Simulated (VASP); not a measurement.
Set up this calculation in VASP 6.6.1, as the native input.

```
Task                   : single point
Functional             : PBE
Potentials or basis    : VASP PAW PBE potentials, release 64 (Be, S)
Cutoff                 : 600 eV
k mesh                 : 7 × 7 × 7
Occupations            : fermi-dirac, width 0.02 eV
Spin                   : no spin polarisation
Dipole correction      : no
Further INCAR settings : ALGO = Normal; EDIFF = 1e-06; NBANDS = 11
```

The structure of BeS lies in POSCAR:

```
BeS
1.0
    0.0000000000      2.4525591775      2.3708072049
    2.4525591775      0.0000000000      2.3708072049
    2.4525591775      2.4525591775      0.0000000000
Be S
1 1
Direct
    0.0000000000      0.0000000000      0.0000000000
    0.2500000000      0.2500000000      0.2500000000
```

One way to write it, as run:

INCAR

```
PREC = Accurate
ENCUT = 600
EDIFF = 1E-6
ISMEAR = -1
SIGMA = 0.02
LREAL = F
LASPH = T
NELM = 120
ALGO = Normal
ISIF = 2
LWAVE = F
LCHARG = T
GGA = PE
LELF = T
LVHAR = T
NBANDS = 11
GGA_COMPAT = F
```

KPOINTS

```
regular mesh
0
Gamma
  7 7 7
```

Potentials or basis: VASP PAW PBE potentials, release 64 (Be, S).

Command:

```bash
$ cat potpaw_PBE.64/Be/POTCAR potpaw_PBE.64/S/POTCAR > POTCAR
$ mpirun -np 1 vasp_std > vasp.out
```

Results of the run:

The pressure is 1.6 GPa and the band gap on the k mesh is 3.00 eV (least direct gap 5.53 eV).

Caveat: an odd mesh through Γ misses points on the zone boundary, where band edges can lie.

It took 27 s on 1 thread of Intel Xeon 8259CL, on a shared host, peak memory 0.15 GiB.
